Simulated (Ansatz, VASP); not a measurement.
## One calculation of C, two programs

INCAR

```
SYSTEM = C
ALGO = Fast ; EDIFF = 1E-7
ENCUT = 520 ; GGA = CA
ISIF = 2 ; ISMEAR = 0
LASPH = .True. ; LCHARG = .True.
LELF = .True. ; LREAL = .False.
LVHAR = .True. ; LWAVE = .False.
NBANDS = 26 ; NELM = 60
PREC = Accurate ; SIGMA = 0.15
```

Contents of KPOINTS:

```
k-points
0
Gamma
  22 22 4
  0 0 0
```

File POSCAR:

```
C
1.0
   -1.2227748566      2.1167364796      0.0000000000
   -1.2227748566     -2.1167364796      0.0000000000
    0.0000000000      0.0000000000     13.1706447952
C
8
Direct
    0.9166982410      0.0833017590      0.1278472410
    0.9166982410      0.0833017590      0.6392362051
    0.4166982410      0.5833017590      0.8949306871
    0.4166982410      0.5833017590      0.3835417230
    0.0833017590      0.9166982410      0.8949306871
    0.0833017590      0.9166982410      0.3835417230
    0.5833017590      0.4166982410      0.1278472410
    0.5833017590      0.4166982410      0.6392362051
```

Input for Ansatz:

```yaml
crystal:
  lattice:
    - [-1.2227748566, 2.1167364796, 0.0]
    - [-1.2227748566, -2.1167364796, 0.0]
    - [0.0, 0.0, 13.1706447952]
  atoms:
    - { symbol: C, position: [0.916698241, 0.083301759, 0.127847241] }
    - { symbol: C, position: [0.916698241, 0.083301759, 0.6392362051] }
    - { symbol: C, position: [0.416698241, 0.583301759, 0.8949306871] }
    - { symbol: C, position: [0.416698241, 0.583301759, 0.383541723] }
    - { symbol: C, position: [0.083301759, 0.916698241, 0.8949306871] }
    - { symbol: C, position: [0.083301759, 0.916698241, 0.383541723] }
    - { symbol: C, position: [0.583301759, 0.416698241, 0.127847241] }
    - { symbol: C, position: [0.583301759, 0.416698241, 0.6392362051] }
basis:
  ecutwfc: 420
kpoints:
  mp_grid: { grid: [22, 22, 4] }
hamiltonian:
  xc: lda
scf:
  occupations: { method: gaussian, width: 0.15 }
output:
  forces: true
  stress: true
  eigenvalues: true
```

Alike in both runs: task single point; functional LDA; k mesh 22 × 22 × 4; occupations gaussian, width 0.15 eV; no spin polarisation.

|  | VASP | Ansatz |
| --- | --- | --- |
| version | VASP 6.6.1 | Ansatz 0.2.0 |
| potentials or method | VASP PAW LDA potentials, release 64 (C), cutoff 520 eV | scalar-relativistic, plane waves, PAW |
| valence electrons in the cell | 32 | 32 |

|  | VASP | Ansatz | Ansatz less VASP |
| --- | --- | --- | --- |
| gap on the k mesh at the Fermi level (eV) | none | none | - |
| pressure (GPa) | 1.1 | 0.3 | -0.82 |
| traceless stress, the component that is largest in VASP (GPa) | 0.25 | -0.23 | -0.477 |
| rms of the force components (eV/Å) | 0.032 | 0.032 | -0.0001 |

LDA's correlation is that of Perdew and Zunger in VASP and of Perdew and Wang (1992) in Ansatz. Atom by atom the forces differ by 0.000 eV/Å (rms over components). A gap of «none» marks a metal or a gap that the smearing closes.
